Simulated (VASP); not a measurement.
Here is a VASP 6.6.1 calculation.

File INCAR:

```
PREC = Accurate
ENCUT = 600
EDIFF = 1E-6
ISMEAR = -1
SIGMA = 0.1
LREAL = F
LASPH = T
NELM = 200
ALGO = Normal
ISIF = 2
LWAVE = F
LCHARG = T
ISPIN = 2
MAGMOM = 2.59 0.29
LORBIT = 11
LMAXMIX = 4
GGA = PE
LELF = T
LVHAR = T
NBANDS = 18
GGA_COMPAT = F
```

The input KPOINTS:

```
Automatic mesh
0
Gamma
  6 6 6
```

Contents of POSCAR:

```
CoO
1.0
    0.0000000000      2.1030000000      2.1030000000
    2.1030000000      0.0000000000      2.1030000000
    2.1030000000      2.1030000000      0.0000000000
Co O
1 1
Direct
    0.0000000000      0.0000000000      0.0000000000
    0.5000000000      0.5000000000      0.5000000000
```

Potentials or basis: VASP PAW PBE potentials, release 64 (Co, O).

Launch:

```sh
$ cat potpaw_PBE.64/Co/POTCAR potpaw_PBE.64/O/POTCAR > POTCAR
$ mpirun -np 1 vasp_std > vasp.out
```

Predict the pressure.

3.7 GPa.

What does it give for the site moments?

Co +2.43; O +0.25 μB.

Estimate the net moment.

2.72 μB per cell.

Caveat: the k points lie up to 0.43 Å⁻¹ apart; a cell with one magnetic atom can't hold antiferromagnetic order, which such compounds often take.
